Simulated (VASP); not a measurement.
Write the native input for VASP 6.6.1 that does the following.

```
Task                   : single point
Functional             : PBE
Potentials or basis    : VASP PAW PBE potentials, release 64 (Br)
Cutoff                 : 520 eV
k mesh                 : 7 × 7 × 3
Occupations            : gaussian, width 0.029 eV
Spin                   : no spin polarisation
Dipole correction      : no
Further INCAR settings : ALGO = Normal; EDIFF = 1e-07; NBANDS = 22
```

The structure of Br lies in POSCAR:

```
Br
1.0
    3.3632500000     -2.3225500000      0.0000000000
    3.3632500000      2.3225500000      0.0000000000
    0.0000000000      0.0000000000      8.7023000000
Br
4
Direct
    0.3651000000      0.6349000000      0.3901000000
    0.1349000000      0.8651000000      0.8901000000
    0.6349000000      0.3651000000      0.6099000000
    0.8651000000      0.1349000000      0.1099000000
```

One way to write it, as run:

INCAR

```
SYSTEM = Br
ALGO = Normal
EDIFF = 1E-7
ENCUT = 520
GGA = PE
ISIF = 2
ISMEAR = 0
LASPH = .TRUE.
LCHARG = .FALSE.
LREAL = .FALSE.
LWAVE = .FALSE.
NBANDS = 22
NELM = 60
PREC = Accurate
SIGMA = 0.028999999999999998
```

KPOINTS

```
k-points
0
G
  7 7 3
  0 0 0
```

Potentials or basis: VASP PAW PBE potentials, release 64 (Br).

The run is started by

```bash
$ cat potpaw_PBE.64/Br/POTCAR > POTCAR
$ mpirun -np 1 vasp_std > vasp.out
```

Results of the run:

```yaml
Pressure: 1.9 GPa
Largest_force: 0.882 eV/Å
Band_gap_on_the_k_mesh: 1.90 eV, indirect (least direct gap 1.92 eV)
```

Wall time 49 s on 1 thread of Intel(R) Xeon(R) 6975P-C (Granite Rapids) (shared host), peak memory 0.26 GiB.
